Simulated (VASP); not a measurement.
Write the native input for VASP 6.6.1 that does the following.

```
Task                   : single point
Functional             : PBE
Potentials or basis    : VASP PAW PBE potentials, release 64 (As)
Cutoff                 : 520 eV
k mesh                 : 9 × 9 × 9
Occupations            : fermi-dirac, width 0.05 eV
Spin                   : non-collinear spin, zero start, spin-orbit coupling
Starting moments       : [[0.0, 0.0, 0.0], [0.0, 0.0, 0.0]] μB
Dipole correction      : no
Further INCAR settings : ALGO = Normal; EDIFF = 1e-06; NBANDS = 22
```

The structure of As lies in POSCAR:

```
As
1.0
    1.8807968987      1.0858785957      3.5140619945
   -1.8807968987      1.0858785957      3.5140619945
    0.0000000000     -2.1717571915      3.5140619945
As
2
Direct
    0.2260000000      0.2260000000      0.2260000000
    0.7740000000      0.7740000000      0.7740000000
```

The input as run:

INCAR

```
SYSTEM = As
  PREC = Accurate
  ENCUT = 520
  EDIFF = 1E-6
  ISMEAR = -1
  SIGMA = 0.05
  LREAL = .False.
  LASPH = .True.
  NELM = 150
  ALGO = Normal
  ISIF = 2
  LWAVE = .False.
  LCHARG = .False.
  MAGMOM = 0 0 0 0 0 0
  LORBIT = 11
  LSORBIT = .True.
  GGA_COMPAT = .False.
  LORBMOM = .True.
  GGA = PE
  NBANDS = 22
```

KPOINTS

```
Automatic mesh
0
Gamma
  9 9 9
  0 0 0
```

Potentials or basis: VASP PAW PBE potentials, release 64 (As).

Launch:

```console
$ cat potpaw_PBE.64/As/POTCAR > POTCAR
$ mpirun -np 1 vasp_ncl > vasp.out
```

It gave:

```yaml
Pressure: 4.1 GPa
Largest_force: 0.488 eV/Å
Net_moment: 0.00 μB per cell
Valence_electrons_inside_the_program's_atomic_spheres: As 2.71
```

It took 2.4 min on 1 thread of Intel(R) Xeon(R) Platinum 8488C (Sapphire Rapids), with other jobs on the host, peak memory 0.36 GiB.
